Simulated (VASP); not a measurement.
# AlN in VASP: notebook, part 2 of 2

VASP 6.6.1. The steps go on from the part before.

**3. Single point, r2SCAN**

Contents of POSCAR:

```
AlN
1.0
    3.1297569663      0.0000000289      0.0000000000
   -1.5648785082      2.7104490260      0.0000000000
    0.0000000000      0.0000000000      5.0174032534
Al N
2 2
Direct
    0.6671048056      0.3329323774      0.5000247799
    0.3329323767      0.6671048056      1.0000247801
    0.6639230870      0.3360397301      0.8799752205
    0.3360397294      0.6639230870      0.3799752203
```

Contents of INCAR.step1:

```
SYSTEM = AlN
  PREC = Accurate
  ENCUT = 660
  ISMEAR = -1
  SIGMA = 0.01
  LREAL = .False.
  LASPH = .True.
  NELM = 120
  NBANDS = 16
  GGA = PE
  ALGO = Normal
  EDIFF = 1E-5
  LWAVE = .True.
  LCHARG = .False.
  GGA_COMPAT = .False.
```

Contents of INCAR.step2:

```
SYSTEM = AlN
  PREC = Accurate
  ENCUT = 660
  EDIFF = 1E-6
  ISMEAR = -1
  SIGMA = 0.01
  LREAL = .False.
  LASPH = .True.
  NELM = 120
  ALGO = Normal
  ISIF = 2
  LWAVE = .False.
  LCHARG = .True.
  METAGGA = R2SCAN
  LMIXTAU = .True.
  LELF = .True.
  LVHAR = .True.
  NBANDS = 16
  ISTART = 1
  GGA_COMPAT = .False.
```

Contents of KPOINTS:

```
Automatic mesh
0
Gamma
  10 10 6
  0 0 0
```

Potentials or basis: VASP PAW PBE potentials, release 64 (Al, N).

The run is started by

```bash
> cat potpaw_PBE.64/Al/POTCAR potpaw_PBE.64/N/POTCAR > POTCAR
> cp INCAR.step1 INCAR
> mpirun -np 1 vasp_std > vasp.out
> cp INCAR.step2 INCAR
> mpirun -np 1 vasp_std > vasp.out
```

Wall time 3.5 min (1 thread of Intel Xeon 6975P-C (Granite Rapids), shared host); peak memory 0.28 GiB.

Results (log left out):

| Quantity | Value |
| --- | --- |
| Free energy | -38.4358 eV |
| Pressure | -4.9 GPa |
| Largest force | 0.232 eV/Å |
| Band gap on the k mesh | 4.74 eV |

Forces on the atoms (eV/Å):
```
Al   0.113 -0.067 -0.086
Al  -0.115  0.064 -0.086
N    0.187 -0.106  0.086
N   -0.186  0.109  0.086
```

Stress tensor (GPa, compression positive):
```
-4.79 -0.79  0.00
-0.79 -5.71  0.00
 0.00  0.00 -4.11
```

Levels at points of the mesh, in eV from the valence-band top:
```
           k point  band 6  band 7  band 8  band 9  band 10  band 11
(0.00, 0.00, 0.00)   -0.19   -0.17    0.00    4.74     7.36    11.42
(0.50, 0.00, 0.00)   -2.08   -1.69   -0.68    6.35     6.52     8.86
(0.50, 0.50, 0.00)   -2.05   -1.80   -0.64    6.47     6.52     8.91
(0.00, 0.00, 0.50)   -0.54   -0.49   -0.49    7.07     7.07    11.14
(0.50, 0.00, 0.50)   -1.45   -1.37   -1.37    5.96     5.96    10.03
(0.50, 0.50, 0.50)   -1.42   -1.33   -1.33    5.89     5.89    10.06
```

Caveat: the cell stands under tension; the PAW data sets were made with another functional, which shifts forces and pressure a little. A k mesh can miss the band edges.

**4. Single point, PBE**

This run uses another cell than the first one: it holds 16 atoms, not 4.

Contents of INCAR:

```
SYSTEM = AlN
  ALGO = Normal
  EDIFF = 1E-6
  ENCUT = 700
  GGA = PE
  GGA_COMPAT = .FALSE.
  ISIF = 2
  ISMEAR = 0
  ISYM = -1
  LASPH = .TRUE.
  LCHARG = .FALSE.
  LREAL = Auto
  LWAVE = .FALSE.
  NBANDS = 46
  NELM = 120
  PREC = Accurate
  SIGMA = 0.01
```

Contents of KPOINTS:

```
explicit points
2
Reciprocal
  0.25000000   0.25000000   0.12500000 1
  0.25000000   0.25000000   0.62500000 1
```

Contents of POSCAR:

```
AlN
1.0
    6.2595139307      0.0000000618      0.0000000000
   -3.1297570188      5.4208980485      0.0000000000
    0.0000000000      0.0000000000      5.0174032550
Al N
8 8
Direct
    0.3335524029      0.1664661886      0.5000247798
    0.1664661886      0.3335524029      1.0000247798
    0.3335524029      0.6664661886      0.5000247798
    0.1664661886      0.8335524029      1.0000247798
    0.8335524029      0.1664661886      0.5000247798
    0.6664661886      0.3335524029      1.0000247798
    0.8335524029      0.6664661886      0.5000247798
    0.6664661886      0.8335524029      1.0000247798
    0.3319615436      0.1680198649      0.8799752202
    0.1680198649      0.3319615436      0.3799752202
    0.3319615436      0.6680198649      0.8799752202
    0.1680198649      0.8319615436      0.3799752202
    0.8319615436      0.1680198649      0.8799752202
    0.6680198649      0.3319615436      0.3799752202
    0.8319615436      0.6680198649      0.8799752202
    0.6680198649      0.8319615436      0.3799752202
```

The run is started by

```bash
> cat potpaw_PBE.64/Al/POTCAR potpaw_PBE.64/N/POTCAR > POTCAR
> mpirun -np 1 vasp_std > vasp.out
```

It took 50 s on 1 thread of Intel Xeon Platinum 8259CL at 2.50GHz (Skylake/Cascade Lake), shared host; peak memory 0.33 GiB.

Results (log left out):

* Free energy: -120.7169 eV
* Pressure: -0.8 GPa
* Largest force: 0.010 eV/Å
* Band gap on the k mesh: 5.79 eV

Forces in eV/Å, atoms in the order of the input:
```
Al   0.001  0.000  0.008
Al  -0.001  0.000  0.008
Al   0.001  0.000  0.008
Al  -0.001  0.000  0.008
Al   0.001  0.000  0.008
Al  -0.001  0.000  0.008
Al   0.001  0.000  0.008
Al  -0.001  0.000  0.008
N    0.005 -0.003 -0.008
N   -0.005  0.003 -0.008
N    0.005 -0.003 -0.008
N   -0.005  0.003 -0.008
N    0.005 -0.003 -0.008
N   -0.005  0.003 -0.008
N    0.005 -0.003 -0.008
N   -0.005  0.003 -0.008
```

Stress tensor (GPa, compression positive):
```
 0.09 -4.14  0.07
-4.14 -4.69  0.13
 0.07  0.13  2.32
```

Levels at points of the mesh, in eV from the valence-band top:
| k point | band 28 | band 29 | band 30 | band 31 | band 32 | band 33 | band 34 | band 35 | band 36 | band 37 |
| --- | --- | --- | --- | --- | --- | --- | --- | --- | --- | --- |
| (0.25, 0.25, 0.12) | -0.67 | -0.37 | -0.37 | -0.26 | 0.00 | 5.79 | 6.35 | 6.80 | 6.80 | 7.44 |

Caveat: a shifted mesh leaves out Γ, where band edges can lie.

**5. Single point, PBE**

This run uses another cell than the first one: it holds 32 atoms, not 4.

Contents of INCAR:

```
PREC = Accurate
ENCUT = 700
EDIFF = 1E-6
ISMEAR = -1
SIGMA = 0.01
LREAL = Auto
LASPH = True
NELM = 120
ALGO = Normal
ISIF = 2
LWAVE = False
LCHARG = True
GGA = PE
LELF = True
LVHAR = True
NBANDS = 86
GGA_COMPAT = False
ISYM = -1
```

Contents of KPOINTS:

```
explicit points
1
Reciprocal
  0.25000000   0.25000000   0.25000000 1
```

Contents of POSCAR:

```
AlN
1.0
    6.2595139326      0.0000000578      0.0000000000
   -3.1297570163      5.4208980521      0.0000000000
    0.0000000000      0.0000000000     10.0348065068
Al N
16 16
Direct
    0.3337436841      0.1678417766      0.2509885908
    0.1666338558      0.3348353991      0.5009871754
    0.3337441176      0.1678235030      0.7509631538
    0.1666341996      0.3348487442      1.0009471263
    0.3337349118      0.6678576101      0.2509823198
    0.1666292658      0.8348557251      0.5009592647
    0.3337363286      0.6678380178      0.7509688342
    0.1666540094      0.8348385412      1.0009768363
    0.8337240089      0.1678334157      0.2509833410
    0.6666551186      0.3348606649      0.5009574171
    0.8337266418      0.1678273933      0.7509740879
    0.6666258843      0.3348210692      1.0009749241
    0.8337408492      0.6678559828      0.2509784306
    0.6666630607      0.8348533718      0.5009650149
    0.8337416526      0.6678357152      0.7509624403
    0.6666113801      0.8348493692      1.0009677749
    0.3321678024      0.1693074035      0.4408905942
    0.1681741897      0.3333308374      0.1908993744
    0.3321795398      0.1693208458      0.9408830748
    0.1681627793      0.3333122261      0.6909010108
    0.3321602060      0.6693212037      0.4408874179
    0.1681943299      0.8333354598      0.1909069194
    0.3321728275      0.6693248867      0.9408873303
    0.1681562922      0.8333235537      0.6908727404
    0.8321647546      0.1693153515      0.4408919026
    0.6681691964      0.3333183168      0.1909075442
    0.8321555776      0.1693146650      0.9408892262
    0.6681629061      0.3333246234      0.6908809453
    0.8321684398      0.6693196290      0.4408844473
    0.6681569428      0.8333299703      0.1909010049
    0.8321672450      0.6693178106      0.9408756254
    0.6681681067      0.8333139875      0.6908838856
```

The run is started by

```bash
> cat potpaw_PBE.64/Al/POTCAR potpaw_PBE.64/N/POTCAR > POTCAR
> mpirun -np 1 vasp_std > vasp.out
```

Run time: 1.9 min. Hardware: 1 thread of Intel Xeon Platinum 8259CL at 2.50GHz (Skylake/Cascade Lake), shared host; peak memory 0.53 GiB.

It converged, with:

| Quantity | Value |
| --- | --- |
| Free energy | -241.4346 eV |
| Pressure | -0.8 GPa |
| Largest force | 0.008 eV/Å |
| Band gap on the k mesh | 5.79 eV |

Forces in eV/Å, atoms in the order of the input:
```
Al  -0.002 -0.002 -0.001
Al   0.002  0.003 -0.002
Al  -0.001 -0.002  0.002
Al   0.003  0.000  0.006
Al   0.002 -0.006  0.001
Al   0.004  0.000  0.001
Al   0.000 -0.003  0.000
Al  -0.002  0.002  0.001
Al   0.003 -0.002  0.000
Al   0.001  0.000  0.002
Al   0.000 -0.002  0.000
Al   0.001  0.005  0.001
Al   0.000 -0.004 -0.001
Al  -0.003  0.000  0.001
Al  -0.001 -0.003  0.003
Al   0.007  0.000  0.002
N    0.000  0.001  0.002
N   -0.003  0.002 -0.006
N    0.000 -0.003  0.001
N   -0.002  0.003 -0.003
N    0.002 -0.002  0.003
N   -0.006  0.003 -0.005
N    0.000 -0.002 -0.001
N   -0.001  0.002 -0.001
N    0.002 -0.001  0.001
N   -0.003  0.004 -0.005
N    0.001 -0.001  0.000
N   -0.001  0.002 -0.003
N    0.001 -0.001  0.001
N   -0.001  0.003 -0.005
N    0.001 -0.001  0.004
N   -0.003  0.003 -0.002
```

Stress tensor (GPa, compression positive):
```
 0.06 -4.12  0.07
-4.12 -4.72  0.13
 0.07  0.13  2.38
```

Levels at points of the mesh, in eV from the valence-band top:
| k point | band 62 | band 63 | band 64 | band 65 | band 66 | band 67 |
| --- | --- | --- | --- | --- | --- | --- |
| (0.25, 0.25, 0.25) | -0.37 | -0.26 | 0.00 | 5.79 | 6.36 | 6.49 |

Caveat: a shifted mesh leaves out Γ, where band edges can lie.

**6. Overview**

| level | potentials or basis | cell | k mesh | cutoff (eV) | smearing | mended | gap on the mesh (eV) | pressure (GPa) | largest force (eV/Å) |
| --- | --- | --- | --- | --- | --- | --- | --- | --- | --- |
| LDA | VASP PAW LDA potentials, release 64 (Al, N) | a = 3.130, b = 3.130, c = 5.017 Å, angles 90.0, 90.0, 120.0°, 4 atoms, atomic positions A | 10 × 10 × 6 | 600 | fermi-dirac 0.01 eV | - | 4.09 | -7.6 | 0.22 |
| r2SCAN | VASP PAW PBE potentials, release 64 (Al, N) | a = 3.130, b = 3.130, c = 5.017 Å, angles 90.0, 90.0, 120.0°, 4 atoms, atomic positions A | 10 × 10 × 6 | 660 | fermi-dirac 0.01 eV | - | 4.74 | -4.9 | 0.23 |
| PBE | VASP PAW PBE potentials, release 64 (Al, N) | a = 6.260, b = 6.260, c = 5.017 Å, angles 90.0, 90.0, 120.0°, 16 atoms, atomic positions B | 1 × 1 × 2, shifted | 700 | gaussian 0.01 eV | yes | 5.79 | -0.8 | 0.01 |
| PBE | VASP PAW PBE potentials, release 64 (Al, N) | a = 6.260, b = 6.260, c = 10.035 Å, angles 90.0, 90.0, 120.0°, 32 atoms, atomic positions C | 1 × 1 × 1, shifted | 700 | fermi-dirac 0.01 eV | yes | 5.79 | -0.8 | 0.01 |

Alike in all rows: task single point; no spin polarisation.

Caveats: the cell stands under tension (at least some runs); a shifted mesh leaves out Γ, where band edges can lie (at least some runs); the PAW data sets were made with another functional, which shifts forces and pressure a little (at least some runs).

Absolute energies hang on the potentials; compare differences alone.
